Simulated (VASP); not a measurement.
Input of a VASP 6.6.1 run:

Contents of POSCAR:

```
AlN
1.0
    0.0000000000      2.1848764218      2.1848764218
    2.1848764218      0.0000000000      2.1848764218
    2.1848764218      2.1848764218      0.0000000000
Al N
1 1
Direct
    0.0000000000      0.0000000000      0.0000000000
    0.2500000000      0.2500000000      0.2500000000
```

File INCAR.step1:

```
SYSTEM = AlN
  ALGO = Normal
  EDIFF = 1E-4
  ENCUT = 520
  GGA = PE
  ISMEAR = -1
  LASPH = .True.
  LCHARG = .False.
  LREAL = .False.
  LWAVE = .True.
  NBANDS = 11
  NELM = 80
  PREC = Accurate
  SIGMA = 0.02
```

INCAR.step2

```
SYSTEM = AlN
  ALGO = Normal
  EDIFF = 1E-7
  ENCUT = 520
  ISIF = 2
  ISMEAR = -1
  ISTART = 1
  LASPH = .True.
  LCHARG = .False.
  LMIXTAU = .True.
  LREAL = .False.
  LWAVE = .False.
  METAGGA = R2SCAN
  NBANDS = 11
  NELM = 80
  PREC = Accurate
  SIGMA = 0.02
```

KPOINTS

```
k-points
0
Gamma
  10 10 10
  0 0 0
```

Potentials or basis: VASP PAW PBE potentials, release 64 (Al, N).

Run with:

```console
$ cat potpaw_PBE.64/Al/POTCAR potpaw_PBE.64/N/POTCAR > POTCAR
$ cp INCAR.step1 INCAR
$ mpirun -np 1 vasp_std > vasp.out
$ cp INCAR.step2 INCAR
$ mpirun -np 1 vasp_std > vasp.out
```

Question: Estimate the band gap on the k mesh.

Answer: 3.93 eV (least direct gap 4.88 eV).

Question: Estimate the pressure.

Answer: -0.4 GPa.

Caveat: the structure was generated, so it needn't be the stable form of AlN; the PAW data sets were made with another functional, which shifts forces and pressure a little. A k mesh can miss the band edges.
